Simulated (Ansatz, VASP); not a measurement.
**HfO2: VASP beside Ansatz**

```
CELL_PARAMETERS angstrom
0.00000 2.46924 2.55254
2.46924 0.00000 2.55254
2.46924 2.46924 0.00000
ATOMIC_POSITIONS crystal
Hf 0.00000 0.00000 0.00000
O 0.25000 0.25000 0.25000
O 0.75000 0.75000 0.75000
```

Change from the starting cell: epitaxial_xy strain -2.4%.

Alike in both runs: task single point; functional HSE06; k mesh 6 × 6 × 6; no spin polarisation.

|  | VASP | Ansatz |
| --- | --- | --- |
| version | VASP 6.6.1 | Ansatz 0.2.0 |
| potentials or method | VASP PAW PBE potentials, release 64 (Hf_pv, O) | plane waves, PAW |
| plane-wave cutoff (eV) | 520 | 420 |
| occupations | gaussian, width 0.01 eV | fixed |
| valence electrons in the cell | 22 | 38 |

VASP gave:

* gap on the k mesh at the Fermi level (eV): 5.19
* pressure (GPa): 5.6
* traceless stress, the component that is largest in VASP (GPa): -11.72

Problem. Estimate Ansatz's values.

Solution. gap on the k mesh at the Fermi level (eV): 5.26; pressure (GPa): 11.0; traceless stress, the component that is largest in VASP (GPa): -11.48.

VASP's potentials hold 22 valence electrons a cell and Ansatz's 38, so a difference there can come from the potentials and not from the codes. Ansatz's warnings: stress exchange threshold loose, stress scf threshold loose.

Neither program's run includes spin-orbit coupling.
